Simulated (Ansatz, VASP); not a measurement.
**O in VASP and in Ansatz**

```xyz
20
Lattice="7.7750 0.0000 0.0000 0.0000 7.7750 0.0000 0.0000 0.0000 7.7750" Properties=species:S:1:pos:R:3 pbc="T T T"
O     5.6813    4.4423    5.2278
O     6.2596    3.8665    4.3388
O     2.3350    0.0496    3.2485
O     2.6686   -0.7907    2.4464
O     7.7640    2.5151    6.9791
O     7.9710    1.3259    6.9041
O     0.6108    5.7884    7.6723
O     0.5395    5.7190    6.4705
O     1.9639    3.1262    4.4842
O     3.0908    3.0654    4.0543
O     3.3998    0.9789    6.7488
O     3.0627   -0.1703    6.6111
O     5.4538    7.7311    4.4669
O     6.6117    7.3966    4.4142
O     2.9063    3.7894    0.8467
O     3.2433    4.0368   -0.2861
O     5.6543    5.7772    1.6085
O     5.3909    6.3926    0.6045
O     5.1102    1.7942    1.6970
O     6.2602    1.4855    1.8912
```

Alike in both runs: functional r2SCAN; dispersion D3(BJ); k mesh 1 × 1 × 1; occupations fermi-dirac, width 0.05 eV; collinear spin.

Ansatz relaxed the structure, and its values are those at the end. VASP's run is a single point on that final structure, the one shown.

```csv
,VASP,Ansatz
version,VASP 6.6.1,Ansatz 0.2.0
potentials or method,"VASP PAW PBE potentials, release 64 (O), cutoff 520 eV","scalar-relativistic, plane waves, PAW"
valence electrons in the cell,120,120
```

|  | VASP | Ansatz | Ansatz less VASP |
| --- | --- | --- | --- |
| rms of the force components (eV/Å) | 0.760 | 0.074 | -0.6858 |
| net moment per atom (μB) | 1.00 | 1.00 | 0.000 |
| size of the moment on the site where the two differ most (μB) | 0.83 | 0.57 | -0.258 |

VASP's potentials were made for PBE, not for r2SCAN. Site moments also hang on the region over which each program counts them. One of these differences is far larger than is usual between the two programs; its cause wasn't traced. Ansatz's warnings: dispersion damping borrowed.

Noted on VASP's run: the standard files for N, O and F lose accuracy on very short bonds.
